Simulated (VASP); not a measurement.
# Ru (P6_3/mmc) in VASP: relaxation of cell and atoms with PBE

Aim: the relaxation of cell and atoms of Ru with PBE.

Program: VASP 6.6.1. These are calculated values, not measurements. Logs are shortened: lines on timing, memory, paths and dates and some standing lists are left out, and cuts for length are marked.

### Step 1. The cell of the first run

The structure is hexagonal, space group P6_3/mmc (No. 194). Conventional cell: a = 2.720 Å, b = 2.720 Å, c = 4.297 Å, α = 90.00°, β = 90.00°, γ = 120.00°. Within 3.5 Å of Ru (site symmetry -6m2) lie 12 Ru at 2.66 to 2.72 Å.

### Step 2. Relaxation of cell and atoms, PBE

INCAR

```
SYSTEM = Ru
PREC = Accurate
ENCUT = 600
EDIFF = 1E-6
ISMEAR = 0
SIGMA = 0.1
LREAL = .False.
LASPH = .True.
NELM = 100
ALGO = Fast
ISIF = 3
LWAVE = .False.
LCHARG = .False.
GGA = PE
IBRION = 2
NSW = 80
EDIFFG = -0.015
```

KPOINTS

```
regular mesh
0
Gamma
  8 12 12
  0 0 0
```

POSCAR

```
Ru
1.0
    0.0000000000      0.0000000000     -4.2968102900
   -4.0799883978     -2.3555823997      0.0000000000
    0.0000000000      4.7111647995      0.0000000000
Ru
6
Direct
    0.7500000000      0.6666666667      0.6666666667
    0.7500000000      1.0000000000      0.3333333333
    0.7500000000      0.3333333333      1.0000000000
    0.2500000000      0.3333333333      0.3333333333
    0.2500000000      0.6666666667      0.0000000000
    0.2500000000      0.0000000000      0.6666666667
```

Potentials or basis: VASP PAW PBE potentials, release 64 (Ru_pv).

Launch:

```console
$ cat potpaw_PBE.64/Ru_pv/POTCAR > POTCAR
$ mpirun -np 1 vasp_std > vasp.out
```

OUTCAR:

```text
SYSTEM = Ru
   PREC = Accurate
   ENCUT = 600
   EDIFF = 1E-6
   ISMEAR = 0
   LREAL = .False.
   LASPH = .True.
   NELM = 100
   ISIF = 3
   GGA = PE
   IBRION = 2
   NSW = 80
   EDIFFG = -0.015

 ion  position               nearest neighbor table
   1  0.750  0.667  0.667-   6 2.66   6 2.66   5 2.66   5 2.66   4 2.66   4 2.66   3 2.72   2 2.72
                             2 2.72   3 2.72   2 2.72   3 2.72
   2  0.750  0.000  0.333-   4 2.66   4 2.66   5 2.66   5 2.66   6 2.66   6 2.66   3 2.72   1 2.72
                             1 2.72   3 2.72   1 2.72   3 2.72
   3  0.750  0.333  0.000-   4 2.66   4 2.66   6 2.66   6 2.66   5 2.66   5 2.66   2 2.72   1 2.72
                             1 2.72   2 2.72   2 2.72   1 2.72
   4  0.250  0.333  0.333-   2 2.66   2 2.66   3 2.66   3 2.66   1 2.66   1 2.66   5 2.72   6 2.72
                             6 2.72   5 2.72   6 2.72   5 2.72
   5  0.250  0.667  0.000-   1 2.66   1 2.66   2 2.66   2 2.66   3 2.66   3 2.66   6 2.72   4 2.72
                             4 2.72   6 2.72   6 2.72   4 2.72
   6  0.250  0.000  0.667-   1 2.66   1 2.66   3 2.66   3 2.66   2 2.66   2 2.66   5 2.72   4 2.72
                             4 2.72   4 2.72   5 2.72   5 2.72
[... 5 lines left out ...]
  Lattice vectors:

 A1 = (  -4.0799883978,  -2.3555823997,   0.0000000000)
 A2 = (   0.0000000000,   4.7111647995,   0.0000000000)
 A3 = (   0.0000000000,   0.0000000000,  -4.2968102900)

Analysis of symmetry for initial positions (statically):
=====================================================================
 Subroutine PRICEL returns following result:

  LATTYP: Found a hexagonal cell.
 ALAT       =     2.7199922649
 C/A-ratio  =     1.5797141578

  Lattice vectors:

 A1 = (   2.7199922649,   0.0000000004,   0.0000000000)
 A2 = (  -1.3599961325,  -2.3555824000,   0.0000000000)
 A3 = (   0.0000000000,   0.0000000000,  -4.2968102900)

   3 primitive cells build up your supercell.

 Routine SETGRP: Setting up the symmetry group for a
 hexagonal supercell.

 Subroutine GETGRP returns: Found 24 space group operations
 (whereof 12 operations were pure point group operations)
 out of a pool of 24 trial point group operations.

The static configuration has the point symmetry D_3d.
 The point group associated with its full space group is D_6h.

Analysis of symmetry for dynamics (positions and initial velocities):
=====================================================================
 Subroutine PRICEL returns following result:

  LATTYP: Found a hexagonal cell.
 ALAT       =     2.7199922649
 C/A-ratio  =     1.5797141578

  Lattice vectors:

 A1 = (   2.7199922649,   0.0000000004,   0.0000000000)
 A2 = (  -1.3599961325,  -2.3555824000,   0.0000000000)
 A3 = (   0.0000000000,   0.0000000000,  -4.2968102900)

   3 primitive cells build up your supercell.

 Routine SETGRP: Setting up the symmetry group for a
 hexagonal supercell.

 Subroutine GETGRP returns: Found 24 space group operations
 (whereof 12 operations were pure point group operations)
 out of a pool of 24 trial point group operations.

The dynamic configuration has the point symmetry D_3d.
 The point group associated with its full space group is D_6h.

 Subroutine INISYM returns: Found 24 space group operations
 (whereof 12 operations are pure point group operations),
 and found     3 'primitive' translations

----------------------------------------------------------------------------------------

                                     Primitive cell

  volume of cell :      27.5304

  direct lattice vectors                    reciprocal lattice vectors
     2.719992265  0.000000000  0.000000000     0.367648104 -0.212261732  0.000000000
    -1.359996132 -2.355582400  0.000000000     0.000000000 -0.424523464  0.000000000
     0.000000000  0.000000000 -4.296810290     0.000000000  0.000000000 -0.232730778

  length of vectors
     2.719992265  2.719992265  4.296810290     0.424523464  0.424523464  0.232730778

  position of ions in fractional coordinates (direct lattice)
     0.666666666  0.333333333  0.750000000
     0.333333333  0.666666667  0.250000000

  ion indices of the primitive-cell ions
   primitive index   ion index
                 1           1
                 2           5

----------------------------------------------------------------------------------------

 KPOINTS: regular mesh

Automatic generation of k-mesh.
 Grid dimensions read from file:
 generate k-points for:    8   12   12

 Generating k-lattice:

  Cartesian coordinates                     Fractional coordinates (reciprocal lattice)
     0.000000000  0.000000000 -0.029091347     0.125000000  0.000000000  0.000000000
    -0.020424895  0.000000000  0.000000000     0.000000000  0.083333333  0.000000000
    -0.010212447  0.017688478  0.000000000     0.000000000  0.000000000  0.083333333

  Length of vectors
     0.029091347  0.020424895  0.020424895

  Shift w.r.t. Gamma in fractional coordinates (k-lattice)
     0.000000000  0.000000000  0.000000000

 Subroutine IBZKPT returns following result:
 ===========================================

 Found     95 irreducible k-points:

 Following reciprocal coordinates:
            Coordinates               Weight
  0.000000  0.000000  0.000000      1.000000
  0.125000  0.000000  0.000000      2.000000
  0.250000  0.000000  0.000000      2.000000
  0.375000  0.000000  0.000000      2.000000
  0.500000  0.000000  0.000000      1.000000
  0.000000  0.083333  0.000000      6.000000
[... 16 lines left out ...]
  0.250000  0.333333  0.000000     12.000000
  0.375000  0.333333  0.000000     12.000000
 [... further k-points ...]
   k-points           NKPTS =     95   k-points in BZ     NKDIM =     95   number of bands    NBANDS=     50
   number of dos      NEDOS =    301   number of ions     NIONS =      6
   total plane-waves  NPLWV =  57600
   dimension x,y,z NGX =    36 NGY =   40 NGZ =   40
   dimension x,y,z NGXF=    72 NGYF=   80 NGZF=   80
   ions per type =               6
   NGX,Y,Z   is equivalent  to a cutoff of  13.93, 14.12, 14.12 a.u.
   NGXF,Y,Z  is equivalent  to a cutoff of  27.86, 28.23, 28.23 a.u.
 SYSTEM =  Ru
   PREC   = accura    normal or accurate (medium, high low for compatibility)
   ISTART =      0    job   : 0-new  1-cont  2-samecut
   ICHARG =      2    charge: 1-file 2-atom 10-const
   ISPIN  =      1    spin polarized calculation?
   LNONCOLLINEAR =      F non collinear calculations
   LSORBIT =      F    spin-orbit coupling
   LASPH  =      T    aspherical Exc in radial PAW
   ENCUT  =  600.0 eV  44.10 Ry    6.64 a.u.   8.58  9.41  9.41*2*pi/ulx,y,z
   NELM   =    100;   NELMIN=  2; NELMDL= -5     # of ELM steps
   EDIFF  = 0.1E-05   stopping-criterion for ELM
   LREAL  =      F    real-space projection
   EDIFFG = -.1E-01   stopping-criterion for IOM
   NSW    =     80    number of steps for IOM
   IBRION =      2    ionic relax: 0-MD 1-quasi-New 2-CG
   NFREE  =      1    steps in history (QN), initial steepest desc. (CG)
   ISIF   =      3    stress and relaxation
   ISYM   =      2    0-nonsym 1-usesym 2-fastsym
   POTIM  = 0.5000    time-step for ionic-motion
   TEBEG  =    0.0;   TEEND  =   0.0 temperature during run
   PSTRESS=    0.0 pullay stress
   NELECT =      84.0000    total number of electrons
   NUPDOWN=      -1.0000    fix difference up-down
   EMIN   =  10.00;   EMAX   =-10.00  energy-range for DOS
   EFERMI =   0.00;   METHOD = LEGACY
   ISMEAR =     0;   SIGMA  =   0.10  broadening in eV -4-tet -1-fermi 0-gaus
   EFERMI_NEDOS =   21; number of points for ismear=-14 and -15
   IALGO  =     68    algorithm
   IMIX   =      4    mixing-type and parameters
     AMIX     =   0.40;   BMIX     =  1.00
     AMIX_MAG =   1.60;   BMIX_MAG =  1.00
  volume/ion in A,a.u.               =      13.77        92.89
  Fermi-wavevector in a.u.,A,eV,Ry     =   1.646355  3.111160 36.878380  2.710484
  Thomas-Fermi vector in A             =   2.735997
   LORBIT       =      0    0 simple, 1 ext, 2 COOP (PROOUT), +10 PAW based schemes
   GGA     = PE    functional components
   LHFCALC =     F    Hartree Fock is set to
   AEXX    =    0.0000 exact exchange contribution
   IVDW    =     0    specifies the selected vdW correction
   LEPSILON=     F    determine dielectric tensor
   LRPA    =     F    only Hartree local field effects (RPA)
 conjugate gradient relaxation of ions
 non-spin polarized calculation
 RMM-DIIS sequential band-by-band and
 Gauss-broadening in eV      SIGMA  =   0.10
  energy-cutoff  :      600.00
  volume of cell :       82.59
 maximum number of plane-waves:      2793
 NGX is ok and might be reduce to    36
   NGX = 17   NGY = 19   NGZ = 19

--------------------------------------- Ionic step        1  -------------------------------------------

 number of electron      84.0000006 magnetization

 Free energy of the ion-electron system (eV)
  ---------------------------------------------------
  ext. energy  EPLUGINS =         0.00000000
  ---------------------------------------------------
  free energy    TOTEN  =       -55.42423786 eV

  energy without entropy =      -55.39978189  energy(sigma->0) =      -55.41200988

------------------------ aborting loop because EDIFF is reached ----------------------------------------

  FORCE on cell =-STRESS in cart. coord.  units (eV):
  Direction    XX          YY          ZZ          XY          YZ          ZX
  --------------------------------------------------------------------------------------
  -------------------------------------------------------------------------------------
  Total        0.1438016      0.1438016     -0.4634060     -0.0000000      0.0000000      0.0000000
  in kB        2.7895925      2.7895925     -8.9895673     -0.0000000      0.0000000      0.0000000
  external PRESSURE =      -1.1367941 kB  Pullay stress =       0.0000000 kB
[... 65 lines left out ...]
  energy  without entropy=      -55.4004004970  energy(sigma->0) =      -55.41233956

--------------------------------------- Ionic step        3  -------------------------------------------

 number of electron      84.0000003 magnetization

 Free energy of the ion-electron system (eV)
  ---------------------------------------------------
  ext. energy  EPLUGINS =         0.00000000
  ---------------------------------------------------
  free energy    TOTEN  =       -55.42477239 eV

  energy without entropy =      -55.40059991  energy(sigma->0) =      -55.41268615

 E-fermi :  12.6192     XC(G=0): -14.0387

 val. band max:       12.6045768236   @ k =   0.2500   0.3333   0.1667
 cond. band min:      12.6226915358   @ k =   0.2500   0.3333   0.2500
 fundamental gap:      0.0181147122
 Fermi energy:        12.6192433344

 k-point     1 :       0.0000    0.0000    0.0000
  band No.  band energies     occupation
      1     -31.0040      2.00000
      2     -30.6866      2.00000
      3     -30.6866      2.00000
      4     -30.5171      2.00000
      5     -30.5171      2.00000
      6     -30.5171      2.00000
[... 1261 lines left out ...]
     49      14.3810      0.00000
     50      15.0412      0.00000

 [... further k-points ...]

------------------------ aborting loop because EDIFF is reached ----------------------------------------

  FORCE on cell =-STRESS in cart. coord.  units (eV):
  Direction    XX          YY          ZZ          XY          YZ          ZX
  --------------------------------------------------------------------------------------
  -------------------------------------------------------------------------------------
  Total        0.0665574      0.0665574      0.0333390     -0.0000000      0.0000000     -0.0000000
  in kB        1.2920859      1.2920859      0.6472123     -0.0000000      0.0000000     -0.0000000
  external PRESSURE =       1.0771280 kB  Pullay stress =       0.0000000 kB
[... 21 lines left out ...]
  FREE ENERGIE OF THE ION-ELECTRON SYSTEM (eV)
  ---------------------------------------------------
  free  energy   TOTEN  =       -55.4247723864 eV

  energy  without entropy=      -55.4005999103  energy(sigma->0) =      -55.41268615

 reached required accuracy - stopping structural energy minimisation
```

Wall time 9 min (1 thread of Intel Xeon 6975P-C (Granite Rapids), shared host); peak memory 0.47 GiB.

What came out:

```yaml
Free_energy: -55.4248 eV
Relaxed_volume: 13.76 Å³/atom
Relaxed_cell: a = 4.289 Å, b = 4.714 Å, c = 4.714 Å, α = 120.00°, β = 90.00°, γ = 90.00°
Space_group_after_relaxing_to_0.1_Å: P6_3/mmc (No. 194)
Energy_gained_by_relaxing: 0.1 meV/atom
Ionic_steps: 3
Pressure_after_relaxing: 0.1 GPa
Band_gap_on_the_k_mesh: zero (bands 42 and 43 overlap by 1.28 eV)
```

The path:
| step | energy change (eV) | largest force (eV/Å) | pressure (GPa) | volume (Å³) |
| --- | --- | --- | --- | --- |
| 1 | 0.0000 | 0.0000 | -0.11 | 82.59 |
| 2 | 0.0000 | 0.0000 | 0.40 | 82.47 |
| 3 | -0.0005 | 0.0000 | 0.11 | 82.53 |

Final structure:
```xyz
6
Lattice="0.0000 0.0000 -4.2886 -4.0824 -2.3570 0.0000 0.0000 4.7140 0.0000" Properties=species:S:1:pos:R:3 pbc="T T T"
Ru   -2.7216    1.5713   -3.2164
Ru    0.0000    1.5713   -3.2164
Ru   -1.3608   -0.7857   -3.2164
Ru   -1.3608    0.7857   -1.0721
Ru   -2.7216   -1.5713   -1.0721
Ru    0.0000    3.1426   -1.0721
```
